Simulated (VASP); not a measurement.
# Sn (Pm-3m) in VASP: a series of runs

Runs on Sn. Level: PBEsol. Tasks: single point.

Everything below comes from runs of VASP 6.6.1. Logs are shortened: lines on timing, memory, paths and dates and some standing lists are left out, and cuts for length are marked.

## Step 1: The cell of the first run

The structure is cubic, space group Pm-3m (No. 221). Conventional cell: a = 2.324 Å, b = 2.324 Å, c = 2.324 Å, α = 90.00°, β = 90.00°, γ = 90.00°. Sn (site symmetry m-3m) has 6 Sn at 2.32 Å within 3.1 Å.

## Step 2: Single point, PBEsol (volume scaled by 0.45)

File INCAR:

```
SYSTEM = Sn
  PREC = Accurate
  ENCUT = 520
  EDIFF = 1E-6
  ISMEAR = -1
  SIGMA = 0.1
  LREAL = .FALSE.
  LASPH = .TRUE.
  NELM = 100
  ALGO = Normal
  ISIF = 2
  LWAVE = .FALSE.
  LCHARG = .TRUE.
  GGA = PS
  LELF = .TRUE.
  LVHAR = .TRUE.
  NBANDS = 13
```

File KPOINTS:

```
Automatic mesh
0
G
  14 14 14
  0 0 0
```

File POSCAR:

```
Sn
1.0
    2.3243551395      0.0000000000      0.0000000000
    0.0000000000      2.3243551395      0.0000000000
    0.0000000000      0.0000000000      2.3243551395
Sn
1
Direct
    0.0000000000      0.0000000000      0.0000000000
```

Potentials or basis: VASP PAW PBE potentials, release 64 (Sn_d).

The run is started by

```
$ cat potpaw_PBE.64/Sn_d/POTCAR > POTCAR
$ mpirun -np 1 vasp_std > vasp.out
```

OUTCAR:

```text
SYSTEM = Sn
   PREC = Accurate
   ENCUT = 520
   EDIFF = 1E-6
   ISMEAR = -1
   LREAL = .FALSE.
   LASPH = .TRUE.
   NELM = 100
   ISIF = 2
   GGA = PS

 ion  position               nearest neighbor table
   1  0.000  0.000  0.000-

  LATTYP: Found a simple cubic cell.
 ALAT       =     2.3243551395

  Lattice vectors:

 A1 = (   2.3243551395,   0.0000000000,   0.0000000000)
 A2 = (   0.0000000000,   2.3243551395,   0.0000000000)
 A3 = (   0.0000000000,   0.0000000000,   2.3243551395)

Analysis of symmetry for initial positions (statically):
=====================================================================
 Subroutine PRICEL returns:
 Original cell was already a primitive cell.

 Routine SETGRP: Setting up the symmetry group for a
 simple cubic supercell.

 Subroutine GETGRP returns: Found 48 space group operations
 (whereof 48 operations were pure point group operations)
 out of a pool of 48 trial point group operations.

The static configuration has the point symmetry O_h .

Analysis of symmetry for dynamics (positions and initial velocities):
=====================================================================
 Subroutine PRICEL returns:
 Original cell was already a primitive cell.

 Routine SETGRP: Setting up the symmetry group for a
 simple cubic supercell.

 Subroutine GETGRP returns: Found 48 space group operations
 (whereof 48 operations were pure point group operations)
 out of a pool of 48 trial point group operations.

The dynamic configuration has the point symmetry O_h .

 Subroutine INISYM returns: Found 48 space group operations
 (whereof 48 operations are pure point group operations),
 and found     1 'primitive' translations

----------------------------------------------------------------------------------------

                                     Primitive cell

  volume of cell :      12.5576

  direct lattice vectors                    reciprocal lattice vectors
     2.324355140  0.000000000  0.000000000     0.430226854  0.000000000  0.000000000
     0.000000000  2.324355140  0.000000000     0.000000000  0.430226854  0.000000000
     0.000000000  0.000000000  2.324355140     0.000000000  0.000000000  0.430226854

  length of vectors
     2.324355140  2.324355140  2.324355140     0.430226854  0.430226854  0.430226854

  position of ions in fractional coordinates (direct lattice)
     0.000000000  0.000000000  0.000000000

  ion indices of the primitive-cell ions
   primitive index   ion index
                 1           1

----------------------------------------------------------------------------------------

 KPOINTS: Automatic mesh

Automatic generation of k-mesh.
 Grid dimensions read from file:
 generate k-points for:   14   14   14

 Generating k-lattice:

  Cartesian coordinates                     Fractional coordinates (reciprocal lattice)
     0.030730490  0.000000000  0.000000000     0.071428571  0.000000000  0.000000000
     0.000000000  0.030730490  0.000000000     0.000000000  0.071428571  0.000000000
     0.000000000  0.000000000  0.030730490     0.000000000  0.000000000  0.071428571

  Length of vectors
     0.030730490  0.030730490  0.030730490

  Shift w.r.t. Gamma in fractional coordinates (k-lattice)
     0.000000000  0.000000000  0.000000000

 Subroutine IBZKPT returns following result:
 ===========================================

 Found    120 irreducible k-points:

 Following reciprocal coordinates:
            Coordinates               Weight
  0.000000  0.000000  0.000000      1.000000
  0.071429  0.000000  0.000000      6.000000
  0.142857  0.000000  0.000000      6.000000
  0.214286  0.000000  0.000000      6.000000
  0.285714  0.000000  0.000000      6.000000
  0.357143  0.000000  0.000000      6.000000
[... 16 lines left out ...]
  0.285714  0.214286  0.000000     24.000000
  0.357143  0.214286  0.000000     24.000000
 [... further k-points ...]
   k-points           NKPTS =    120   k-points in BZ     NKDIM =    120   number of bands    NBANDS=     13
   number of dos      NEDOS =    301   number of ions     NIONS =      1
   total plane-waves  NPLWV =   5832
   dimension x,y,z NGX =    18 NGY =   18 NGZ =   18
   dimension x,y,z NGXF=    36 NGYF=   36 NGZF=   36
   ions per type =               1
   NGX,Y,Z   is equivalent  to a cutoff of  12.87, 12.87, 12.87 a.u.
   NGXF,Y,Z  is equivalent  to a cutoff of  25.75, 25.75, 25.75 a.u.
 SYSTEM =  Sn
   PREC   = accura    normal or accurate (medium, high low for compatibility)
   ISTART =      0    job   : 0-new  1-cont  2-samecut
   ICHARG =      2    charge: 1-file 2-atom 10-const
   ISPIN  =      1    spin polarized calculation?
   LNONCOLLINEAR =      F non collinear calculations
   LSORBIT =      F    spin-orbit coupling
   LASPH  =      T    aspherical Exc in radial PAW
   ENCUT  =  520.0 eV  38.22 Ry    6.18 a.u.   4.32  4.32  4.32*2*pi/ulx,y,z
   NELM   =    100;   NELMIN=  2; NELMDL= -5     # of ELM steps
   EDIFF  = 0.1E-05   stopping-criterion for ELM
   LREAL  =      F    real-space projection
   EDIFFG = 0.1E-04   stopping-criterion for IOM
   NSW    =      0    number of steps for IOM
   IBRION =     -1    ionic relax: 0-MD 1-quasi-New 2-CG
   NFREE  =      0    steps in history (QN), initial steepest desc. (CG)
   ISIF   =      2    stress and relaxation
   ISYM   =      2    0-nonsym 1-usesym 2-fastsym
   POTIM  = 0.5000    time-step for ionic-motion
   TEBEG  =    0.0;   TEEND  =   0.0 temperature during run
   PSTRESS=    0.0 pullay stress
   NELECT =      14.0000    total number of electrons
   NUPDOWN=      -1.0000    fix difference up-down
   EMIN   =  10.00;   EMAX   =-10.00  energy-range for DOS
   EFERMI =   0.00;   METHOD = LEGACY
   ISMEAR =    -1;   SIGMA  =   0.10  broadening in eV -4-tet -1-fermi 0-gaus
   EFERMI_NEDOS =   21; number of points for ismear=-14 and -15
   IALGO  =     38    algorithm
   IMIX   =      4    mixing-type and parameters
     AMIX     =   0.40;   BMIX     =  1.00
     AMIX_MAG =   1.60;   BMIX_MAG =  1.00
  volume/ion in A,a.u.               =      12.56        84.74
  Fermi-wavevector in a.u.,A,eV,Ry     =   1.697520  3.207849 39.206219  2.881576
  Thomas-Fermi vector in A             =   2.778187
   LORBIT       =      0    0 simple, 1 ext, 2 COOP (PROOUT), +10 PAW based schemes
   GGA     = PS    functional components
   LHFCALC =     F    Hartree Fock is set to
   AEXX    =    0.0000 exact exchange contribution
   IVDW    =     0    specifies the selected vdW correction
   LEPSILON=     F    determine dielectric tensor
   LRPA    =     F    only Hartree local field effects (RPA)
 non-spin polarized calculation
  energy-cutoff  :      520.00
  volume of cell :       12.56
 maximum number of plane-waves:       356
 NGX is ok and might be reduce to    18
   NGX =  9   NGY =  9   NGZ =  9

 number of electron      13.9999989 magnetization

 Free energy of the ion-electron system (eV)
  ---------------------------------------------------
  ext. energy  EPLUGINS =         0.00000000
  ---------------------------------------------------
  free energy    TOTEN  =         2.40825576 eV

  energy without entropy =        2.41994578  energy(sigma->0) =        2.41410077

 E-fermi :  22.8860     XC(G=0): -14.6298

 val. band max:       22.8353900949   @ k =   0.2143   0.0714   0.0714
 cond. band min:      22.8988153312   @ k =   0.5000   0.4286   0.2857
 fundamental gap:      0.0634252363
 Fermi energy:        22.8859666319

 k-point     1 :       0.0000    0.0000    0.0000
  band No.  band energies     occupation
      1      -3.7275      2.00000
      2      -3.7275      2.00000
      3      -0.4016      2.00000
      4      -0.4016      2.00000
      5      -0.4016      2.00000
      6       2.2862      2.00000
      7      30.1664      0.00000
      8      30.1664      0.00000
      9      30.1664      0.00000
     10      35.9773      0.00000
     11      35.9773      0.00000
     12      39.4962      0.00000
     13      46.5074      0.00000

 k-point     2 :       0.0714    0.0000    0.0000
  band No.  band energies     occupation
      1      -3.7149      2.00000
      2      -3.6285      2.00000
      3      -0.4535      2.00000
      4      -0.4535      2.00000
      5      -0.3973      2.00000
      6       2.4503      2.00000
      7      28.5805      0.00000
      8      30.3908      0.00000
      9      30.3908      0.00000
     10      35.8521      0.00000
     11      36.8242      0.00000
     12      40.3755      0.00000
     13      46.2162      0.00000

 k-point     3 :       0.1429    0.0000    0.0000
  band No.  band energies     occupation
      1      -3.6793      2.00000
      2      -3.3562      2.00000
      3      -0.5968      2.00000
      4      -0.5968      2.00000
      5      -0.3852      2.00000
      6       2.9537      2.00000
      7      25.6437      0.00000
      8      31.0447      0.00000
      9      31.0447      0.00000
     10      35.4979      0.00000
     11      37.3612      0.00000
     12      43.1572      0.00000
     13      45.5586      0.00000
[... 305 lines left out ...]
 k-point    23 :       0.2857    0.2143    0.0000
  band No.  band energies     occupation
      1      -3.1348      2.00000
      2      -1.9593      2.00000
      3      -1.6594      2.00000
      4      -0.9701      2.00000
      5      -0.7274      2.00000
      6       6.5937      2.00000
      7      20.6233      2.00000
      8      25.3492      0.00000
      9      35.1435      0.00000
     10      35.3857      0.00000
     11      37.4226      0.00000
     12      42.8618      0.00000
     13      45.7395      0.00000

 k-point    24 :       0.3571    0.2143    0.0000
  band No.  band energies     occupation
      1      -3.0589      2.00000
      2      -1.9070      2.00000
      3      -1.5602      2.00000
      4      -1.1562      2.00000
      5      -0.7057      2.00000
      6       8.1951      2.00000
      7      17.7547      2.00000
      8      26.5796      0.00000
      9      33.6170      0.00000
     10      36.4437      0.00000
     11      36.9453      0.00000
     12      42.2813      0.00000
     13      45.0681      0.00000

 [... further k-points ...]
[... 5 lines left out ...]
  --------------------------------------------------------------------------------------
  -------------------------------------------------------------------------------------
  Total       23.1774200     23.1774200     23.1774200      0.0000000     -0.0000000      0.0000000
  in kB     2957.1150287   2957.1150287   2957.1150287      0.0000000     -0.0000000      0.0000000
  external PRESSURE =    2957.1150287 kB  Pullay stress =       0.0000000 kB

 VOLUME and BASIS-vectors are now :
 -----------------------------------------------------------------------------
  energy-cutoff  :      520.00
  volume of cell :       12.56
      direct lattice vectors                 reciprocal lattice vectors
     2.324355140  0.000000000  0.000000000     0.430226854  0.000000000  0.000000000
     0.000000000  2.324355140  0.000000000     0.000000000  0.430226854  0.000000000
     0.000000000  0.000000000  2.324355140     0.000000000  0.000000000  0.430226854

 POSITION                                       TOTAL-FORCE (eV/Angst)
 -----------------------------------------------------------------------------------
      0.00000      0.00000      0.00000         0.000000      0.000000      0.000000
 -----------------------------------------------------------------------------------
    total drift:                                0.000000      0.000000      0.000000

  FREE ENERGIE OF THE ION-ELECTRON SYSTEM (eV)
  ---------------------------------------------------
  free  energy   TOTEN  =         2.4082557611 eV

  energy  without entropy=        2.4199457830  energy(sigma->0) =        2.41410077
```

Run time: 16 s. Hardware: 1 thread of Intel Xeon Platinum 8488C (Sapphire Rapids), shared host; peak memory 0.13 GiB.

What came out:

```yaml
Free_energy: 2.4083 eV
Pressure: 295.7 GPa
Band_gap_on_the_k_mesh: zero (band 7 reaches 30.17 eV, above the bottom of band 8 at 20.68 eV)
```

Caveat: the PAW data sets were made with another functional, which shifts forces and pressure a little; spin-orbit coupling is left out, which moves the levels of the heavy elements.

## Step 3: Single point, PBEsol (volume scaled by 0.45)

File INCAR:

```
  PREC = Accurate
  ENCUT = 520
  EDIFF = 1E-7
  ISMEAR = -1
  SIGMA = 0.1
  LREAL = False
  LASPH = True
  NELM = 80
  ALGO = Normal
  ISIF = 2
  LWAVE = False
  LCHARG = False
  GGA = PS
  NBANDS = 13
```

File KPOINTS:

```
Automatic mesh
0
Gamma
  14 14 14
```

POSCAR is that of step 2.

Potentials or basis: VASP PAW PBE potentials, release 64 (Sn_d).

The run is started by

```
$ cat potpaw_PBE.64/Sn_d/POTCAR > POTCAR
$ mpirun -np 1 vasp_std > vasp.out
```

Run time: 13 s. Hardware: 1 thread of Intel Xeon Platinum 8488C (Sapphire Rapids), shared host; peak memory 0.13 GiB.

Results (log left out):

```
Free energy            : 2.4083 eV
Pressure               : 295.8 GPa
Band gap on the k mesh : zero (band 7 reaches 30.17 eV, above the bottom of band 8 at 20.68 eV)
```

Levels at points of the mesh, in eV from the Fermi level:
```tsv
k point	band 4	band 5	band 6	band 7	band 8	band 9	band 10	band 11
(0.00, 0.00, 0.00)	-23.29	-23.29	-20.60	7.28	7.28	7.28	13.09	13.09
(0.50, 0.00, 0.00)	-24.27	-23.20	-12.25	-11.31	10.54	13.18	14.01	14.01
(0.50, 0.50, 0.00)	-24.12	-22.42	-6.57	-6.57	-2.21	0.45	15.65	15.65
(0.50, 0.50, 0.50)	-22.36	-22.36	-0.57	-0.57	-0.57	2.86	6.54	6.54
```

Caveat: the PAW data sets were made with another functional, which shifts forces and pressure a little; spin-orbit coupling is left out, which moves the levels of the heavy elements.

## Step 4: Single point, PBEsol (volume scaled by 0.55)

File INCAR:

```
SYSTEM = Sn
  ALGO = Normal
  EDIFF = 1E-6
  ENCUT = 520
  GGA = PS
  ISIF = 2
  ISMEAR = -1
  LASPH = .TRUE.
  LCHARG = .FALSE.
  LREAL = .FALSE.
  LWAVE = .FALSE.
  NBANDS = 13
  NELM = 60
  PREC = Accurate
  SIGMA = 0.1
```

File KPOINTS:

```
k-points
0
G
  14 14 14
  0 0 0
```

File POSCAR:

```
Sn
1.0
    2.4851496351      0.0000000000      0.0000000000
    0.0000000000      2.4851496351      0.0000000000
    0.0000000000      0.0000000000      2.4851496351
Sn
1
Direct
    0.0000000000      0.0000000000      0.0000000000
```

Potentials or basis: VASP PAW PBE potentials, release 64 (Sn_d).

The run is started by

```
$ cat potpaw_PBE.64/Sn_d/POTCAR > POTCAR
$ mpirun -np 1 vasp_std > vasp.out
```

OUTCAR:

```text
SYSTEM = Sn
   EDIFF = 1E-6
   ENCUT = 520
   GGA = PS
   ISIF = 2
   ISMEAR = -1
   LASPH = .TRUE.
   LREAL = .FALSE.
   NELM = 60
   PREC = Accurate

 ion  position               nearest neighbor table
   1  0.000  0.000  0.000-

  LATTYP: Found a simple cubic cell.
 ALAT       =     2.4851496351

  Lattice vectors:

 A1 = (   2.4851496351,   0.0000000000,   0.0000000000)
 A2 = (   0.0000000000,   2.4851496351,   0.0000000000)
 A3 = (   0.0000000000,   0.0000000000,   2.4851496351)

[... 552 lines left out ...]
      5      -4.8109      2.00000
      6       5.1882      2.00000
      7      13.4256      2.00000
      8      21.2183      0.00000
      9      27.9790      0.00000
     10      30.3826      0.00000
     11      30.9806      0.00000
     12      36.1108      0.00000
     13      38.2918      0.00000

 [... further k-points ...]
[... 5 lines left out ...]
  --------------------------------------------------------------------------------------
  -------------------------------------------------------------------------------------
  Total       13.2141296     13.2141296     13.2141296      0.0000000      0.0000000     -0.0000000
  in kB     1379.4041044   1379.4041044   1379.4041044      0.0000000      0.0000000     -0.0000000
  external PRESSURE =    1379.4041044 kB  Pullay stress =       0.0000000 kB

 VOLUME and BASIS-vectors are now :
 -----------------------------------------------------------------------------
  energy-cutoff  :      520.00
  volume of cell :       15.35
      direct lattice vectors                 reciprocal lattice vectors
     2.485149635  0.000000000  0.000000000     0.402390257  0.000000000  0.000000000
     0.000000000  2.485149635  0.000000000     0.000000000  0.402390257  0.000000000
     0.000000000  0.000000000  2.485149635     0.000000000  0.000000000  0.402390257

 POSITION                                       TOTAL-FORCE (eV/Angst)
 -----------------------------------------------------------------------------------
      0.00000      0.00000      0.00000         0.000000      0.000000      0.000000
 -----------------------------------------------------------------------------------
    total drift:                               -0.000000      0.000000      0.000000

  FREE ENERGIE OF THE ION-ELECTRON SYSTEM (eV)
  ---------------------------------------------------
  free  energy   TOTEN  =        -1.1803219363 eV

  energy  without entropy=       -1.1685607998  energy(sigma->0) =       -1.17444137
```

stdout:

```text
POSCAR found type information on POSCAR Sn
 POSCAR found :  1 types and       1 ions
 scaLAPACK will be used
 -----------------------------------------------------------------------------
|                                                                             |
|                                                                             |
|     You enforced a specific xc type in the INCAR file but a different       |
|     I HOPE YOU KNOW WHAT YOU ARE DOING!                                     |
|                                                                             |
 -----------------------------------------------------------------------------

 LDA part: xc-table for (Slater+PW92), standard interpolation
 POSCAR, INCAR and KPOINTS ok, starting setup
 FFT: planning ... GRIDC
 FFT: planning ... GRID_SOFT
 FFT: planning ... GRID
 WAVECAR not read
 entering main loop
```

It took 11 s on 1 thread of Intel Xeon Platinum 8488C (Sapphire Rapids), shared host; peak memory 0.13 GiB.

What came out:

* Free energy: -1.1803 eV
* Pressure: 137.9 GPa
* Band gap on the k mesh: zero (band 7 reaches 24.83 eV, above the bottom of band 8 at 14.64 eV)

Caveat: the PAW data sets were made with another functional, which shifts forces and pressure a little; spin-orbit coupling is left out, which moves the levels of the heavy elements.
